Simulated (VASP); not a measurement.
Runs of VASP 6.6.1 on SnO2. The structure is that of space group P4_2/mnm (No. 136), or close to it. The cells are those of the table. 

```csv
cell,gap on the mesh (eV),pressure (GPa),largest force (eV/Å)
"a = 4.379, b = 4.379, c = 3.073 Å, 6 atoms",4.48,72.3,0.20
"a = 4.379, b = 4.379, c = 3.329 Å, 6 atoms",3.18,34.8,0.98
"a = 4.570, b = 4.570, c = 3.073 Å, 6 atoms",3.38,(c),0.55
"a = 4.570, b = 4.570, c = 2.945 Å, 6 atoms",(b),58.0,1.43
"a = 4.379, b = 4.379, c = 3.201 Å, 6 atoms",3.79,51.2,0.53
"a = 4.379, b = 4.379, c = 2.945 Å, 6 atoms",5.23,(a),1.29
```

Alike in all rows: task single point; level r2SCAN; potentials or basis VASP PAW PBE potentials, release 64 (Sn_d, O); no spin polarisation; k mesh 6 × 6 × 8; cutoff (eV) 520; smearing gaussian 0.05 eV.

Question: Estimate the missing entries.

Answer: (a) 99.3; (b) 4.10; (c) 37.1.

Caveats: the PAW data sets were made with another functional, which shifts forces and pressure a little; spin-orbit coupling is left out, which moves the levels of the heavy elements; the cell stands under pressure (at least some runs); the stress differs along the axes, from 16 to 44 GPa (at least some runs); the stress differs along the axes, from 34 to 44 GPa (at least some runs); the stress differs along the axes, from 47 to 79 GPa (at least some runs); the stress differs along the axes, from 41 to 56 GPa (at least some runs).

A k mesh can miss the band edges, and the runs leave out spin-orbit coupling on Sn.
